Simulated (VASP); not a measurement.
# N (a cell with a defect) in VASP: single point with PBE+D3(BJ)

Aim: the single point of N (a cell with a defect) with PBE+D3(BJ).

Everything below comes from runs of VASP 6.6.1. Logs are shortened: lines on timing, memory, paths and dates and some standing lists are left out, and cuts for length are marked.

**1. The cell of the first run**

The cell holds a defect, 15 atoms: a = 7.971 Å, b = 7.971 Å, c = 7.971 Å, α = 60.00°, β = 60.00°, γ = 60.00°.

**2. Single point, PBE+D3(BJ)**

The input, INCAR:

```
SYSTEM = N
PREC = Accurate
ENCUT = 520
EDIFF = 1E-6
ISMEAR = 0
SIGMA = 0.05
LREAL = Auto
LASPH = .TRUE.
NELM = 60
ALGO = Normal
ISIF = 2
LWAVE = .FALSE.
LCHARG = .FALSE.
GGA = PE
IVDW = 12
NBANDS = 50
```

The input, KPOINTS:

```
regular mesh
0
G
  4 4 4
  0 0 0
```

The input, POSCAR:

```
N
1.0
   -5.6360689873      5.6360689873      0.0000000000
    0.0000000000      5.6360689873     -5.6360689873
   -5.6360689873      0.0000000000     -5.6360689873
N
15
Direct
    0.0429293006     -0.0060074673      0.9405728553
   -0.0277049483      0.9778106003      0.5547034657
    0.5347929571      0.4258489393     -0.0266208594
    1.0504167911      0.5112079903      0.5111961025
    0.4065579228      0.0366854097     -0.0031975301
    0.5423963949     -0.0322901477      0.5499651454
    0.0610054633      0.5197773495     -0.0224631743
    0.9491457631      0.9958662700      0.0984753737
    0.4485189954      0.4821277039      0.5542260052
    0.4807668263      0.5781751443      0.9828027323
    0.9660158547      0.1351509362      0.4477682948
    0.5568096322      0.9405462410      1.0187308766
    0.1970423894      0.5029965933      0.4784216634
    0.9211337746      0.5067841622      0.9959658962
    0.4898262435      0.9159175503      0.4852718280
```

Potentials or basis: VASP PAW PBE potentials, release 64 (N).

Run with:

```
$ cat potpaw_PBE.64/N/POTCAR > POTCAR
$ mpirun -np 1 vasp_std > vasp.out
```

OUTCAR:

```text
SYSTEM = N
   PREC = Accurate
   ENCUT = 520
   EDIFF = 1E-6
   ISMEAR = 0
   LREAL = Auto
   LASPH = .TRUE.
   NELM = 60
   ISIF = 2
   GGA = PE
   IVDW = 12
 IVDW          = 12

 ion  position               nearest neighbor table
   1  0.043  0.994  0.941-   8 1.10
   2  0.972  0.978  0.555-  11 1.10
   3  0.535  0.426  0.973-  10 1.10
   4  0.050  0.511  0.511-  13 1.04
   5  0.407  0.037  0.997-  12 1.10
   6  0.542  0.968  0.550-  15 1.10
   7  0.061  0.520  0.978-  14 1.10
   8  0.949  0.996  0.098-   1 1.10
   9  0.449  0.482  0.554-
  10  0.481  0.578  0.983-   3 1.10
  11  0.966  0.135  0.448-   2 1.10
  12  0.557  0.941  0.019-   5 1.10
  13  0.197  0.503  0.478-   4 1.04
  14  0.921  0.507  0.996-   7 1.10
  15  0.490  0.916  0.485-   6 1.10

  LATTYP: Found a face centered cubic cell.
 ALAT       =    11.2721379746

  Lattice vectors:

 A1 = (  -5.6360689873,   5.6360689873,   0.0000000000)
 A2 = (   0.0000000000,   5.6360689873,  -5.6360689873)
 A3 = (  -5.6360689873,   0.0000000000,  -5.6360689873)

Analysis of symmetry for initial positions (statically):
=====================================================================
 Subroutine PRICEL returns:
 Original cell was already a primitive cell.

 Routine SETGRP: Setting up the symmetry group for a
 face centered cubic supercell.

 Subroutine GETGRP returns: Found  1 space group operations
 (whereof  1 operations were pure point group operations)
 out of a pool of 48 trial point group operations.

The static configuration has the point symmetry C_1 .

Analysis of symmetry for dynamics (positions and initial velocities):
=====================================================================
 Subroutine PRICEL returns:
 Original cell was already a primitive cell.

 Routine SETGRP: Setting up the symmetry group for a
 face centered cubic supercell.

 Subroutine GETGRP returns: Found  1 space group operations
 (whereof  1 operations were pure point group operations)
 out of a pool of 48 trial point group operations.

The dynamic configuration has the point symmetry C_1 .

 Subroutine INISYM returns: Found  1 space group operations
 (whereof  1 operations are pure point group operations),
 and found     1 'primitive' translations

----------------------------------------------------------------------------------------

                                     Primitive cell

  volume of cell :     358.0625

  direct lattice vectors                    reciprocal lattice vectors
    -5.636068987  5.636068987  0.000000000    -0.088714315  0.088714315  0.088714315
     0.000000000  5.636068987 -5.636068987     0.088714315  0.088714315 -0.088714315
    -5.636068987  0.000000000 -5.636068987    -0.088714315 -0.088714315 -0.088714315

  length of vectors
     7.970605200  7.970605200  7.970605200     0.153657701  0.153657701  0.153657701

  position of ions in fractional coordinates (direct lattice)
     0.042929301  0.993992533  0.940572855
     0.972295052  0.977810600  0.554703466
     0.534792957  0.425848939  0.973379141
     0.050416791  0.511207990  0.511196103
     0.406557923  0.036685410  0.996802470
     0.542396395  0.967709852  0.549965145
     0.061005463  0.519777350  0.977536826
     0.949145763  0.995866270  0.098475374
     0.448518995  0.482127704  0.554226005
     0.480766826  0.578175144  0.982802732
     0.966015855  0.135150936  0.447768295
     0.556809632  0.940546241  0.018730877
     0.197042389  0.502996593  0.478421663
     0.921133775  0.506784162  0.995965896
     0.489826243  0.915917550  0.485271828

  ion indices of the primitive-cell ions
   primitive index   ion index
                 1           1
                 2           2
                 3           3
                 4           4
                 5           5
                 6           6
                 7           7
                 8           8
                 9           9
                10          10
                11          11
                12          12
                13          13
                14          14
                15          15

----------------------------------------------------------------------------------------

 KPOINTS: regular mesh

Automatic generation of k-mesh.
 Grid dimensions read from file:
 generate k-points for:    4    4    4

 Generating k-lattice:

  Cartesian coordinates                     Fractional coordinates (reciprocal lattice)
    -0.022178579  0.022178579  0.022178579     0.250000000  0.000000000  0.000000000
     0.022178579  0.022178579 -0.022178579     0.000000000  0.250000000  0.000000000
    -0.022178579 -0.022178579 -0.022178579     0.000000000  0.000000000  0.250000000

  Length of vectors
     0.038414425  0.038414425  0.038414425

  Shift w.r.t. Gamma in fractional coordinates (k-lattice)
     0.000000000  0.000000000  0.000000000

 Subroutine IBZKPT returns following result:
 ===========================================

 Found     36 irreducible k-points:

 Following reciprocal coordinates:
            Coordinates               Weight
  0.000000  0.000000  0.000000      1.000000
  0.250000  0.000000  0.000000      2.000000
  0.000000  0.250000  0.000000      2.000000
  0.000000  0.000000  0.250000      2.000000
  0.250000  0.250000  0.250000      2.000000
  0.500000  0.000000  0.000000      1.000000
[... 16 lines left out ...]
  0.250000  0.500000  0.500000      2.000000
  0.500000  0.000000  0.250000      2.000000
 [... further k-points ...]
   k-points           NKPTS =     36   k-points in BZ     NKDIM =     36   number of bands    NBANDS=     50
   number of dos      NEDOS =    301   number of ions     NIONS =     15
   total plane-waves  NPLWV = 216000
   dimension x,y,z NGX =    60 NGY =   60 NGZ =   60
   dimension x,y,z NGXF=   120 NGYF=  120 NGZF=  120
   ions per type =              15
   NGX,Y,Z   is equivalent  to a cutoff of  12.51, 12.51, 12.51 a.u.
   NGXF,Y,Z  is equivalent  to a cutoff of  25.03, 25.03, 25.03 a.u.
 SYSTEM =  N
   PREC   = accura    normal or accurate (medium, high low for compatibility)
   ISTART =      0    job   : 0-new  1-cont  2-samecut
   ICHARG =      2    charge: 1-file 2-atom 10-const
   ISPIN  =      1    spin polarized calculation?
   LNONCOLLINEAR =      F non collinear calculations
   LSORBIT =      F    spin-orbit coupling
   LASPH  =      T    aspherical Exc in radial PAW
   ENCUT  =  520.0 eV  38.22 Ry    6.18 a.u.  14.82 14.82 14.82*2*pi/ulx,y,z
   NELM   =     60;   NELMIN=  2; NELMDL= -5     # of ELM steps
   EDIFF  = 0.1E-05   stopping-criterion for ELM
   LREAL  =      T    real-space projection
   EDIFFG = 0.1E-04   stopping-criterion for IOM
   NSW    =      0    number of steps for IOM
   IBRION =     -1    ionic relax: 0-MD 1-quasi-New 2-CG
   NFREE  =      0    steps in history (QN), initial steepest desc. (CG)
   ISIF   =      2    stress and relaxation
   ISYM   =      2    0-nonsym 1-usesym 2-fastsym
   POTIM  = 0.5000    time-step for ionic-motion
   TEBEG  =    0.0;   TEEND  =   0.0 temperature during run
   PSTRESS=    0.0 pullay stress
   NELECT =      75.0000    total number of electrons
   NUPDOWN=      -1.0000    fix difference up-down
   EMIN   =  10.00;   EMAX   =-10.00  energy-range for DOS
   EFERMI =   0.00;   METHOD = LEGACY
   ISMEAR =     0;   SIGMA  =   0.05  broadening in eV -4-tet -1-fermi 0-gaus
   EFERMI_NEDOS =   21; number of points for ismear=-14 and -15
   IALGO  =     38    algorithm
   IMIX   =      4    mixing-type and parameters
     AMIX     =   0.40;   BMIX     =  1.00
     AMIX_MAG =   1.60;   BMIX_MAG =  1.00
  volume/ion in A,a.u.               =      23.87       161.09
  Fermi-wavevector in a.u.,A,eV,Ry     =   0.972245  1.837276 12.861042  0.945260
  Thomas-Fermi vector in A             =   2.102528
   LORBIT       =      0    0 simple, 1 ext, 2 COOP (PROOUT), +10 PAW based schemes
   GGA     = PE    functional components
   LHFCALC =     F    Hartree Fock is set to
   AEXX    =    0.0000 exact exchange contribution
   IVDW    =    12    specifies the selected vdW correction
   LEPSILON=     F    determine dielectric tensor
   LRPA    =     F    only Hartree local field effects (RPA)
 non-spin polarized calculation
 Gauss-broadening in eV      SIGMA  =   0.05
  energy-cutoff  :      520.00
  volume of cell :      358.06
 maximum number of plane-waves:      9684
   NGX = 29   NGY = 29   NGZ = 29

 number of electron      75.0000002 magnetization

 Free energy of the ion-electron system (eV)
  ---------------------------------------------------
  ext. energy  EPLUGINS =         0.00000000
  ---------------------------------------------------
  free energy    TOTEN  =      -116.17080189 eV

  energy without entropy =     -116.10571991  energy(sigma->0) =     -116.13826090

 E-fermi :  -3.0123     XC(G=0):  -6.2536

 val. band max:       -3.0160147520   @ k =   0.0000   0.0000   0.0000
 cond. band min:      -2.9800533210   @ k =   0.0000   0.5000   0.0000
 fundamental gap:      0.0359614310
 Fermi energy:        -3.0123213398

 k-point     1 :       0.0000    0.0000    0.0000
  band No.  band energies     occupation
      1     -26.8835      2.00000
      2     -25.1885      2.00000
      3     -25.1599      2.00000
      4     -25.0374      2.00000
      5     -25.0216      2.00000
      6     -24.9400      2.00000
[... 41 lines left out ...]
     48       1.5489      0.00000
     49       1.6498      0.00000
[... 1194 lines left out ...]
     48       1.4988      0.00000
     49       1.6034      0.00000

 [... further k-points ...]

 [bands above 49 left out]

------------------------ aborting loop because EDIFF is reached ----------------------------------------

 Edisp (eV)   -0.77371

 E8    (eV) :    -0.1836

  FORCE on cell =-STRESS in cart. coord.  units (eV):
  Direction    XX          YY          ZZ          XY          YZ          ZX
  --------------------------------------------------------------------------------------
  -------------------------------------------------------------------------------------
  Total       8.97334    12.65590     4.93896    -7.46952     1.70591    -2.70151
  in kB      40.15187    56.62975    22.09976   -33.42290     7.63323   -12.08812
  external pressure =       39.63 kB  Pullay stress =        0.00 kB

 VOLUME and BASIS-vectors are now :
 -----------------------------------------------------------------------------
  energy-cutoff  :      520.00
  volume of cell :      358.06
      direct lattice vectors                 reciprocal lattice vectors
    -5.636068987  5.636068987  0.000000000    -0.088714315  0.088714315  0.088714315
     0.000000000  5.636068987 -5.636068987     0.088714315  0.088714315 -0.088714315
    -5.636068987  0.000000000 -5.636068987    -0.088714315 -0.088714315 -0.088714315

 POSITION                                       TOTAL-FORCE (eV/Angst)
 -----------------------------------------------------------------------------------
     -5.54309      5.84416    -10.90334         0.707340      0.964362      1.657049
     -8.60627     10.99093     -8.63735        -1.051814     -1.439295      0.492350
     -8.50016      5.41424     -7.88615        -0.628371     -1.360852      2.286400
     -3.16529      3.16536     -5.76234         9.760770    -11.801295     -3.448979
     -7.90944      2.49815     -5.82481         1.790554     -0.570337     -0.794993
     -6.15663      8.51106     -8.55372        -1.086737      0.968903     -1.064586
     -5.85330      3.27333     -8.43897        -1.217880      1.503747     -0.017183
     -5.90446     10.96222     -6.16778        -0.677892     -0.970209     -1.645356
     -5.65154      5.24519     -5.84096         0.555188     -0.356501      0.135611
     -8.24878      5.96827     -8.79778         0.626256      1.314524     -2.245221
     -7.96818      6.20625     -3.28537         1.033536      1.434501     -0.504349
     -3.24379      8.43920     -5.40655        -1.805131      0.609492      0.749579
     -3.80696      3.94547     -5.53134       -10.308323     12.145224      3.340380
    -10.80491      8.04784     -8.46960         1.185116     -1.492927     -0.001714
     -5.49572      7.92287     -7.89720         1.117387     -0.949336      1.061013
 -----------------------------------------------------------------------------------
    total drift:                               -0.000077     -0.000125     -0.001144

  FREE ENERGIE OF THE ION-ELECTRON SYSTEM (eV)
  ---------------------------------------------------
  free  energy   TOTEN  =      -116.9445132593 eV

  energy  without entropy=     -116.8794312779  energy(sigma->0) =     -116.91197227
```

Run time: 19 min. Hardware: 1 thread of Intel Xeon Platinum 8488C (Sapphire Rapids), shared host; peak memory 0.72 GiB.

Results:

```yaml
Free_energy: -116.9445 eV
Pressure: 4.0 GPa
Largest_force: 16.277 eV/Å
Band_gap_on_the_k_mesh: zero (an odd number of electrons rules out a gap without spin polarisation)
Dispersion_energy_per_atom: -0.052 eV
```

Forces in eV/Å, atoms in the order of the input:
```
N     0.707   0.964   1.657
N    -1.052  -1.439   0.492
N    -0.628  -1.361   2.286
N     9.761 -11.801  -3.449
N     1.791  -0.570  -0.795
N    -1.087   0.969  -1.065
N    -1.218   1.504  -0.017
N    -0.678  -0.970  -1.645
N     0.555  -0.357   0.136
N     0.626   1.315  -2.245
N     1.034   1.435  -0.504
N    -1.805   0.609   0.750
N   -10.308  12.145   3.340
N     1.185  -1.493  -0.002
N     1.117  -0.949   1.061
```

Stress tensor (GPa, compression positive):
```
 4.02 -3.34 -1.21
-3.34  5.66  0.76
-1.21  0.76  2.21
```

Caveat: the standard files for N, O and F lose accuracy on very short bonds.

The gap in the log of VASP goes by the Fermi energy; the results here count the filled bands.